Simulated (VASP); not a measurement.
A run of VASP 6.6.1:

INCAR

```
ALGO = Normal
EDIFF = 1E-7
ENCUT = 520
GGA = PE
ISIF = 2
ISMEAR = 0
ISPIN = 2
LASPH = T
LCHARG = F
LMAXMIX = 4
LORBIT = 11
LREAL = F
LWAVE = F
MAGMOM = 1 1 1 1 0
NBANDS = 42
NELM = 150
PREC = Accurate
SIGMA = 0.1
```

Contents of KPOINTS:

```
k-points
0
Gamma
  6 6 6
```

Contents of POSCAR:

```
TaTi4
1.0
   -3.1604509294      3.1604509294      2.1875479439
    3.1604509294     -3.1604509294      2.1875479439
    3.1604509294      3.1604509294     -2.1875479439
Ti Ta
4 1
Direct
    0.0000000000      0.7030119493      0.7030119493
    0.0000000000      0.2969880507      0.2969880507
    0.7030119493      0.0000000000      0.7030119493
    0.2969880507      0.0000000000      0.2969880507
    0.5000000000      0.5000000000      0.0000000000
```

Potentials or basis: VASP PAW PBE potentials, release 64 (Ti_sv, Ta_pv).

Run with:

```sh
$ cat potpaw_PBE.64/Ti_sv/POTCAR potpaw_PBE.64/Ta_pv/POTCAR > POTCAR
$ mpirun -np 1 vasp_std > vasp.out
```

Hardware: 1 thread of AMD EPYC 7R43 64-Core Processor (Zen 3) (shared host).

Q: Estimate the wall time of this run.

A: It took 4.9 min on 1 thread of AMD EPYC 7R43 64-Core Processor (Zen 3), on a shared host, peak memory 0.35 GiB. Counts: scf iterations 16, k points 30.
